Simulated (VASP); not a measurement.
Wanted: the native input for a VASP 6.6.1 run.

- Task: single point
- Functional: LDA
- Potentials or basis: VASP PAW LDA potentials, release 64 (Ti_sv, Al)
- Cutoff: 520 eV
- k mesh: 21 × 21 × 12
- Occupations: gaussian, width 0.15 eV
- Spin: collinear spin
- Starting moments: [0.375, 0.0] μB
- Fixed moment: 0.375 μB
- Dipole correction: no
- Further INCAR settings: ALGO = Normal; EDIFF = 1e-07; NBANDS = 18

The structure of TiAl lies in POSCAR:

```
TiAl
1.0
    2.8490138039      0.0000000000      0.0000000000
   -1.4245069020      2.4673183299      0.0000000000
    0.0000000000      0.0000000000      4.6504521693
Ti Al
1 1
Direct
    0.0000000000      0.0000000000      0.0000000000
    0.3333333333      0.6666666667      0.5000000000
```

These files were run (other wordings do the same):

INCAR

```
SYSTEM = TiAl
  PREC = Accurate
  ENCUT = 520
  EDIFF = 1E-7
  ISMEAR = 0
  SIGMA = 0.15
  LREAL = .FALSE.
  LASPH = .TRUE.
  NELM = 150
  ALGO = Normal
  ISIF = 2
  LWAVE = .FALSE.
  LCHARG = .FALSE.
  ISPIN = 2
  MAGMOM = 0.375 0
  LORBIT = 11
  NUPDOWN = 0.375
  LMAXMIX = 4
  NBANDS = 18
```

KPOINTS

```
regular mesh
0
G
  21 21 12
  0 0 0
```

Potentials or basis: VASP PAW LDA potentials, release 64 (Ti_sv, Al).

Launch:

```sh
$ cat potpaw_LDA.64/Ti_sv/POTCAR potpaw_LDA.64/Al/POTCAR > POTCAR
$ mpirun -np 1 vasp_std > vasp.out
```

Results of the run:

```json
{"Pressure": "-4.1 GPa", "Net moment": "0.38 μB per cell", "Site moments": "Ti +0.22; Al +0.01 μB", "Valence electrons inside the program's atomic spheres": "Ti 10.30; Al 0.82"}
```

Caveat: the cell stands under tension; the total moment is fixed, so each spin has its own Fermi level.

Run time: 5.2 min on 1 thread of Intel(R) Xeon(R) Platinum 8259CL CPU @ 2.50GHz (Skylake/Cascade Lake), with other jobs on the host, peak memory 0.38 GiB.
